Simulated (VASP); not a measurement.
Set up this calculation in VASP 6.6.1, as the native input.

| Quantity | Value |
| --- | --- |
| Task | single point |
| Functional | PBE |
| Potentials or basis | VASP PAW PBE potentials, release 64 (Ta_pv) |
| Cutoff | 520 eV |
| k mesh | 12 × 8 × 25 |
| Occupations | gaussian, width 0.1 eV |
| Spin | no spin polarisation |
| Dipole correction | no |
| Further INCAR settings | ALGO = Fast; EDIFF = 1e-06; NBANDS = 12; ISYM = 0 |

The structure of Ta lies in POSCAR:

```
Ta
1.0
    2.8743851347      0.0000000000      0.0000000000
    0.0000000000      4.6938512695      0.0000000000
    0.9581283782      2.3469256348      1.3549981470
Ta
1
Direct
    0.0000000000      0.0000000000      0.0000000000
```

The input as run:

INCAR

```
PREC = Accurate
ENCUT = 520
EDIFF = 1E-6
ISMEAR = 0
SIGMA = 0.1
LREAL = False
LASPH = True
NELM = 60
ALGO = Fast
ISIF = 2
LWAVE = False
LCHARG = True
GGA = PE
LELF = True
LVHAR = True
ISYM = 0
NBANDS = 12
```

KPOINTS

```
regular mesh
0
Gamma
  12 8 25
```

Potentials or basis: VASP PAW PBE potentials, release 64 (Ta_pv).

Run with:

```sh
$ cat potpaw_PBE.64/Ta_pv/POTCAR > POTCAR
$ mpirun -np 1 vasp_std > vasp.out
```

It gave:

| Quantity | Value |
| --- | --- |
| Pressure | 0.0 GPa |
| Band gap on the k mesh | zero (an odd number of electrons rules out a gap without spin polarisation) |

Caveat: spin-orbit coupling is left out, which moves the levels of the heavy elements.

It took 110 s on 1 thread of Intel(R) Xeon(R) 6975P-C (Granite Rapids) (shared host), peak memory 0.38 GiB.
